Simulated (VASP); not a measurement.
# GaN (F-43m) in VASP: notebook

The runs below take GaN through single point, with PBE, LDA.

All numbers are computed with VASP 6.6.1; they aren't measurements. Logs are shortened: lines on timing, memory, paths and dates and some standing lists are left out, and cuts for length are marked.

## (1) The cell of the first run

The structure is cubic, space group F-43m (No. 216). Conventional cell: a = 4.548 Å, b = 4.548 Å, c = 4.548 Å, α = 90.00°, β = 90.00°, γ = 90.00°. Within 2.6 Å of Ga (site symmetry -43m) lie 4 N at 1.97 Å. N (site symmetry -43m) has 4 Ga at 1.97 Å within 2.6 Å.

## (2) Single point, PBE

Input file INCAR:

```
SYSTEM = GaN
PREC = Accurate
ENCUT = 520
EDIFF = 1E-7
ISMEAR = 0
SIGMA = 0.02
LREAL = .FALSE.
LASPH = .TRUE.
NELM = 80
ALGO = Normal
ISIF = 2
LWAVE = .FALSE.
LCHARG = .FALSE.
GGA = PE
NBANDS = 16
```

Input file KPOINTS:

```
Automatic mesh
0
G
  10 10 10
  0 0 0
```

Input file POSCAR:

```
GaN
1.0
    0.0000000000      2.2742265177      2.2742265177
    2.2742265177      0.0000000000      2.2742265177
    2.2742265177      2.2742265177      0.0000000000
Ga N
1 1
Direct
    0.0000000000      0.0000000000      0.0000000000
    0.7500000000      0.7500000000      0.7500000000
```

Potentials or basis: VASP PAW PBE potentials, release 64 (Ga_d, N).

Run with:

```console
> cat potpaw_PBE.64/Ga_d/POTCAR potpaw_PBE.64/N/POTCAR > POTCAR
> mpirun -np 1 vasp_std > vasp.out
```

OUTCAR:

```text
SYSTEM = GaN
   PREC = Accurate
   ENCUT = 520
   EDIFF = 1E-7
   ISMEAR = 0
   LREAL = .FALSE.
   LASPH = .TRUE.
   NELM = 80
   ISIF = 2
   GGA = PE

 ion  position               nearest neighbor table
   1  0.000  0.000  0.000-   2 1.97   2 1.97   2 1.97   2 1.97
   2  0.750  0.750  0.750-   1 1.97   1 1.97   1 1.97   1 1.97

  LATTYP: Found a face centered cubic cell.
 ALAT       =     4.5484530354

  Lattice vectors:

 A1 = (   0.0000000000,   2.2742265177,   2.2742265177)
 A2 = (   2.2742265177,   0.0000000000,   2.2742265177)
 A3 = (   2.2742265177,   2.2742265177,   0.0000000000)

Analysis of symmetry for initial positions (statically):
=====================================================================
 Subroutine PRICEL returns:
 Original cell was already a primitive cell.

 Routine SETGRP: Setting up the symmetry group for a
 face centered cubic supercell.

 Subroutine GETGRP returns: Found 24 space group operations
 (whereof 24 operations were pure point group operations)
 out of a pool of 48 trial point group operations.

The static configuration has the point symmetry T_d .

Analysis of symmetry for dynamics (positions and initial velocities):
=====================================================================
 Subroutine PRICEL returns:
 Original cell was already a primitive cell.

 Routine SETGRP: Setting up the symmetry group for a
 face centered cubic supercell.

 Subroutine GETGRP returns: Found 24 space group operations
 (whereof 24 operations were pure point group operations)
 out of a pool of 48 trial point group operations.

The dynamic configuration has the point symmetry T_d .

 Subroutine INISYM returns: Found 24 space group operations
 (whereof 24 operations are pure point group operations),
 and found     1 'primitive' translations

----------------------------------------------------------------------------------------

                                     Primitive cell

  volume of cell :      23.5251

  direct lattice vectors                    reciprocal lattice vectors
     0.000000000  2.274226518  2.274226518    -0.219854969  0.219854969  0.219854969
     2.274226518  0.000000000  2.274226518     0.219854969 -0.219854969  0.219854969
     2.274226518  2.274226518  0.000000000     0.219854969  0.219854969 -0.219854969

  length of vectors
     3.216241985  3.216241985  3.216241985     0.380799976  0.380799976  0.380799976

  position of ions in fractional coordinates (direct lattice)
     0.000000000  0.000000000  0.000000000
     0.750000000  0.750000000  0.750000000

  ion indices of the primitive-cell ions
   primitive index   ion index
                 1           1
                 2           2

----------------------------------------------------------------------------------------

 KPOINTS: Automatic mesh

Automatic generation of k-mesh.
 Grid dimensions read from file:
 generate k-points for:   10   10   10

 Generating k-lattice:

  Cartesian coordinates                     Fractional coordinates (reciprocal lattice)
    -0.021985497  0.021985497  0.021985497     0.100000000  0.000000000  0.000000000
     0.021985497 -0.021985497  0.021985497     0.000000000  0.100000000  0.000000000
     0.021985497  0.021985497 -0.021985497     0.000000000  0.000000000  0.100000000

  Length of vectors
     0.038079998  0.038079998  0.038079998

  Shift w.r.t. Gamma in fractional coordinates (k-lattice)
     0.000000000  0.000000000  0.000000000

 Subroutine IBZKPT returns following result:
 ===========================================

 Found     47 irreducible k-points:

 Following reciprocal coordinates:
            Coordinates               Weight
  0.000000  0.000000  0.000000      1.000000
  0.100000  0.000000  0.000000      8.000000
  0.200000  0.000000  0.000000      8.000000
  0.300000  0.000000  0.000000      8.000000
  0.400000  0.000000  0.000000      8.000000
  0.500000  0.000000  0.000000      4.000000
[... 16 lines left out ...]
  0.300000  0.300000  0.000000      6.000000
  0.400000  0.300000  0.000000     24.000000
 [... further k-points ...]
   k-points           NKPTS =     47   k-points in BZ     NKDIM =     47   number of bands    NBANDS=     16
   number of dos      NEDOS =    301   number of ions     NIONS =      2
   total plane-waves  NPLWV =  13824
   dimension x,y,z NGX =    24 NGY =   24 NGZ =   24
   dimension x,y,z NGXF=    48 NGYF=   48 NGZF=   48
   ions per type =               1   1
   NGX,Y,Z   is equivalent  to a cutoff of  12.41, 12.41, 12.41 a.u.
   NGXF,Y,Z  is equivalent  to a cutoff of  24.81, 24.81, 24.81 a.u.
 SYSTEM =  GaN
   PREC   = accura    normal or accurate (medium, high low for compatibility)
   ISTART =      0    job   : 0-new  1-cont  2-samecut
   ICHARG =      2    charge: 1-file 2-atom 10-const
   ISPIN  =      1    spin polarized calculation?
   LNONCOLLINEAR =      F non collinear calculations
   LSORBIT =      F    spin-orbit coupling
   LASPH  =      T    aspherical Exc in radial PAW
   ENCUT  =  520.0 eV  38.22 Ry    6.18 a.u.   5.98  5.98  5.98*2*pi/ulx,y,z
   NELM   =     80;   NELMIN=  2; NELMDL= -5     # of ELM steps
   EDIFF  = 0.1E-06   stopping-criterion for ELM
   LREAL  =      F    real-space projection
   EDIFFG = 0.1E-05   stopping-criterion for IOM
   NSW    =      0    number of steps for IOM
   IBRION =     -1    ionic relax: 0-MD 1-quasi-New 2-CG
   NFREE  =      0    steps in history (QN), initial steepest desc. (CG)
   ISIF   =      2    stress and relaxation
   ISYM   =      2    0-nonsym 1-usesym 2-fastsym
   POTIM  = 0.5000    time-step for ionic-motion
   TEBEG  =    0.0;   TEEND  =   0.0 temperature during run
   PSTRESS=    0.0 pullay stress
   NELECT =      18.0000    total number of electrons
   NUPDOWN=      -1.0000    fix difference up-down
   EMIN   =  10.00;   EMAX   =-10.00  energy-range for DOS
   EFERMI =   0.00;   METHOD = LEGACY
   ISMEAR =     0;   SIGMA  =   0.02  broadening in eV -4-tet -1-fermi 0-gaus
   EFERMI_NEDOS =   21; number of points for ismear=-14 and -15
   IALGO  =     38    algorithm
   IMIX   =      4    mixing-type and parameters
     AMIX     =   0.40;   BMIX     =  1.00
     AMIX_MAG =   1.60;   BMIX_MAG =  1.00
  volume/ion in A,a.u.               =      11.76        79.38
  Fermi-wavevector in a.u.,A,eV,Ry     =   1.497345  2.829572 30.504844  2.242043
  Thomas-Fermi vector in A             =   2.609245
   LORBIT       =      0    0 simple, 1 ext, 2 COOP (PROOUT), +10 PAW based schemes
   GGA     = PE    functional components
   LHFCALC =     F    Hartree Fock is set to
   AEXX    =    0.0000 exact exchange contribution
   IVDW    =     0    specifies the selected vdW correction
   LEPSILON=     F    determine dielectric tensor
   LRPA    =     F    only Hartree local field effects (RPA)
 non-spin polarized calculation
 Gauss-broadening in eV      SIGMA  =   0.02
  energy-cutoff  :      520.00
  volume of cell :       23.53
 maximum number of plane-waves:       644
   NGX = 11   NGY = 11   NGZ = 11

 number of electron      17.9999986 magnetization

 Free energy of the ion-electron system (eV)
  ---------------------------------------------------
  ext. energy  EPLUGINS =         0.00000000
  ---------------------------------------------------
  free energy    TOTEN  =       -12.15355486 eV

  energy without entropy =      -12.15355486  energy(sigma->0) =      -12.15355486

 E-fermi :   5.0773     XC(G=0): -11.5207

 val. band max:        4.9869744740   @ k =   0.0000   0.0000   0.0000
 cond. band min:       6.5342171556   @ k =   0.0000   0.0000   0.0000
 fundamental gap:      1.5472426817
 Fermi energy:         5.0773399158

 k-point     1 :       0.0000    0.0000    0.0000
  band No.  band energies     occupation
      1     -10.7157      2.00000
      2      -8.4354      2.00000
      3      -8.4354      2.00000
      4      -8.4354      2.00000
      5      -8.1426      2.00000
      6      -8.1426      2.00000
[... 8 lines left out ...]
     15      23.6346      0.00000
     16      23.6346      0.00000

 k-point     2 :       0.1000    0.0000    0.0000
  band No.  band energies     occupation
      1     -10.6123      2.00000
      2      -8.4228      2.00000
      3      -8.4228      2.00000
      4      -8.3943      2.00000
      5      -8.1437      2.00000
      6      -8.1437      2.00000
[... 8 lines left out ...]
     15      22.3536      0.00000
     16      22.3536      0.00000

 k-point     3 :       0.2000    0.0000    0.0000
  band No.  band energies     occupation
      1     -10.3556      2.00000
      2      -8.3938      2.00000
      3      -8.3938      2.00000
      4      -8.2252      2.00000
      5      -8.1424      2.00000
      6      -8.1424      2.00000
[... 8 lines left out ...]
     15      21.5951      0.00000
     16      21.5951      0.00000

 k-point     4 :       0.3000    0.0000    0.0000
  band No.  band energies     occupation
      1     -10.0922      2.00000
      2      -8.3680      2.00000
      3      -8.3680      2.00000
      4      -8.1299      2.00000
      5      -8.1299      2.00000
      6      -7.8250      2.00000
[... 8 lines left out ...]
     15      22.0426      0.00000
     16      22.0426      0.00000

 k-point     5 :       0.4000    0.0000    0.0000
  band No.  band energies     occupation
      1      -9.9414      2.00000
      2      -8.3568      2.00000
      3      -8.3568      2.00000
      4      -8.1092      2.00000
      5      -8.1092      2.00000
      6      -7.2333      2.00000
[... 8 lines left out ...]
     15      23.3738      0.00000
     16      23.3738      0.00000

 k-point     6 :       0.5000    0.0000    0.0000
  band No.  band energies     occupation
      1      -9.8989      2.00000
      2      -8.3548      2.00000
      3      -8.3548      2.00000
      4      -8.0988      2.00000
      5      -8.0988      2.00000
      6      -6.8946      2.00000
[... 8 lines left out ...]
     15      24.3228      0.00000
     16      24.3228      0.00000

 k-point     7 :       0.1000    0.1000    0.0000
  band No.  band energies     occupation
      1     -10.5783      2.00000
      2      -8.4115      2.00000
      3      -8.4115      2.00000
      4      -8.3955      2.00000
      5      -8.1517      2.00000
      6      -8.1358      2.00000
[... 8 lines left out ...]
     15      23.6053      0.00000
     16      24.3186      0.00000

 k-point     8 :       0.2000    0.1000    0.0000
  band No.  band energies     occupation
      1     -10.3743      2.00000
      2      -8.3920      2.00000
      3      -8.3813      2.00000
      4      -8.2822      2.00000
      5      -8.1463      2.00000
      6      -8.1290      2.00000
[... 8 lines left out ...]
     15      23.3578      0.00000
     16      23.5007      0.00000

 k-point     9 :       0.3000    0.1000    0.0000
  band No.  band energies     occupation
      1     -10.1187      2.00000
      2      -8.3691      2.00000
      3      -8.3517      2.00000
      4      -8.1817      2.00000
      5      -8.1172      2.00000
      6      -7.9089      2.00000
[... 8 lines left out ...]
     15      22.5338      0.00000
     16      23.4507      0.00000
[... 172 lines left out ...]
 k-point    19 :       0.5000    0.2000    0.0000
  band No.  band energies     occupation
      1      -9.8318      2.00000
      2      -8.3389      2.00000
      3      -8.2836      2.00000
      4      -8.1790      2.00000
      5      -8.0952      2.00000
      6      -6.7845      2.00000
[... 8 lines left out ...]
     15      24.9367      0.00000
     16      25.2844      0.00000

 k-point    20 :      -0.4000    0.2000    0.0000
  band No.  band energies     occupation
      1      -9.8258      2.00000
      2      -8.3439      2.00000
      3      -8.2892      2.00000
      4      -8.1513      2.00000
      5      -8.1173      2.00000
      6      -6.6675      2.00000
[... 8 lines left out ...]
     15      23.3693      0.00000
     16      24.9582      0.00000

 k-point    21 :      -0.3000    0.2000    0.0000
  band No.  band energies     occupation
      1      -9.8800      2.00000
      2      -8.3457      2.00000
      3      -8.3058      2.00000
      4      -8.1481      2.00000
      5      -8.1433      2.00000
      6      -7.1061      2.00000
[... 8 lines left out ...]
     15      21.9945      0.00000
     16      25.2788      0.00000

 k-point    22 :      -0.2000    0.2000    0.0000
  band No.  band energies     occupation
      1     -10.0119      2.00000
      2      -8.3526      2.00000
      3      -8.3396      2.00000
      4      -8.1626      2.00000
      5      -8.1494      2.00000
      6      -7.6559      2.00000
[... 8 lines left out ...]
     15      22.0815      0.00000
     16      25.2075      0.00000

 k-point    23 :       0.3000    0.3000    0.0000
  band No.  band energies     occupation
      1      -9.9363      2.00000
      2      -8.2928      2.00000
      3      -8.2607      2.00000
      4      -8.2607      2.00000
      5      -8.0960      2.00000
      6      -7.6330      2.00000
[... 8 lines left out ...]
     15      26.7569      0.00000
     16      26.9884      0.00000

 k-point    24 :       0.4000    0.3000    0.0000
  band No.  band energies     occupation
      1      -9.8384      2.00000
      2      -8.3115      2.00000
      3      -8.2290      2.00000
      4      -8.2289      2.00000
      5      -8.0866      2.00000
      6      -7.1855      2.00000
[... 8 lines left out ...]
     15      26.8475      0.00000
     16      27.1169      0.00000

 [... further k-points ...]

------------------------ aborting loop because EDIFF is reached ----------------------------------------

  FORCE on cell =-STRESS in cart. coord.  units (eV):
  Direction    XX          YY          ZZ          XY          YZ          ZX
  --------------------------------------------------------------------------------------
  -------------------------------------------------------------------------------------
  Total        0.0127365      0.0127365      0.0127365      0.0000000     -0.0000000     -0.0000000
  in kB        0.8674208      0.8674208      0.8674208      0.0000000     -0.0000000     -0.0000000
  external PRESSURE =       0.8674208 kB  Pullay stress =       0.0000000 kB

 VOLUME and BASIS-vectors are now :
 -----------------------------------------------------------------------------
  energy-cutoff  :      520.00
  volume of cell :       23.53
      direct lattice vectors                 reciprocal lattice vectors
     0.000000000  2.274226518  2.274226518    -0.219854969  0.219854969  0.219854969
     2.274226518  0.000000000  2.274226518     0.219854969 -0.219854969  0.219854969
     2.274226518  2.274226518  0.000000000     0.219854969  0.219854969 -0.219854969

 POSITION                                       TOTAL-FORCE (eV/Angst)
 -----------------------------------------------------------------------------------
      0.00000      0.00000      0.00000         0.000000      0.000000      0.000000
      3.41134      3.41134      3.41134        -0.000000     -0.000000     -0.000000
 -----------------------------------------------------------------------------------
    total drift:                               -0.000002     -0.000002     -0.000001

  FREE ENERGIE OF THE ION-ELECTRON SYSTEM (eV)
  ---------------------------------------------------
  free  energy   TOTEN  =       -12.1535548627 eV

  energy  without entropy=      -12.1535548627  energy(sigma->0) =      -12.15355486
```

Run time: 24 s. Hardware: 1 thread of Intel Xeon 8259CL, shared host; peak memory 0.14 GiB.

What came out:

```yaml
Free_energy: -12.1536 eV
Pressure: 0.1 GPa
Band_gap_on_the_k_mesh: 1.55 eV, direct
```

As with any semilocal functional, this PBE gap is likely too small.

[end of part 1 of 2]
